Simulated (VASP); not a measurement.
A run of VASP 6.6.1 is set up as follows.

The input INCAR:

```
ALGO = Normal
EDIFF = 1E-6
ENCUT = 500
GGA = PE
GGA_COMPAT = F
ISIF = 2
ISMEAR = -1
LASPH = T
LCHARG = F
LREAL = F
LWAVE = F
NBANDS = 8
NELM = 120
PREC = Accurate
SIGMA = 0.1
```

File KPOINTS:

```
k-points
0
Gamma
  12 12 12
```

POSCAR

```
Al
1.0
    0.0000000000      1.9976317802      1.9976317802
    1.9976317802      0.0000000000      1.9976317802
    1.9976317802      1.9976317802      0.0000000000
Al
1
Direct
    0.0000000000      0.0000000000      0.0000000000
```

Potentials or basis: VASP PAW PBE potentials, release 64 (Al).

Launch:

```sh
$ cat potpaw_PBE.64/Al/POTCAR > POTCAR
$ mpirun -np 1 vasp_std > vasp.out
```

Question: What does it give for the pressure?

Answer: 3.0 GPa.
